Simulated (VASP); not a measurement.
Here is a VASP 6.6.1 calculation.

The input INCAR:

```
SYSTEM = EuCuO2
PREC = Accurate
ENCUT = 520
EDIFF = 1E-7
ISMEAR = -1
SIGMA = 0.03
LREAL = .FALSE.
LASPH = .TRUE.
NELM = 150
ALGO = Normal
ISIF = 2
LWAVE = .FALSE.
LCHARG = .FALSE.
ISPIN = 2
MAGMOM = 7 0 0 0
LORBIT = 11
LMAXMIX = 6
GGA = CA
NBANDS = 32
```

Contents of KPOINTS:

```
Automatic mesh
0
G
  9 9 9
  0 0 0
```

Contents of POSCAR:

```
EuCuO2
1.0
    1.8150000000      1.0478907386      5.6900000000
   -1.8150000000      1.0478907386      5.6900000000
    0.0000000000     -2.0957814772      5.6900000000
Eu Cu O
1 1 2
Direct
    0.5000000000      0.5000000000      0.5000000000
    0.0000000000      0.0000000000      0.0000000000
    0.1080000000      0.1080000000      0.1080000000
    0.8920000000      0.8920000000      0.8920000000
```

Potentials or basis: VASP PAW PBE potentials, release 64 (Eu, Cu, O).

Launch:

```bash
$ cat potpaw_PBE.64/Eu/POTCAR potpaw_PBE.64/Cu/POTCAR potpaw_PBE.64/O/POTCAR > POTCAR
$ mpirun -np 1 vasp_std > vasp.out
```

Question: Predict the net moment.

Answer: 6.00 μB per cell.

Question: Predict the site moments.

Answer: Eu +6.08; Cu -0.09; O -0.09 μB.

Question: What does it give for the largest force?

Answer: 1.187 eV/Å.

Question: What does it give for the pressure?

Answer: -5.3 GPa.

Forces on the atoms (eV/Å):
```
Eu   0.000  0.000  0.000
Cu   0.000  0.000  0.000
O    0.000  0.000 -1.187
O    0.000  0.000  1.187
```

Caveat: the stress differs along the axes, from -12 to -2 GPa; the PAW data sets were made with another functional, which shifts forces and pressure a little. The state reached can hang on the start; a lower one may exist.
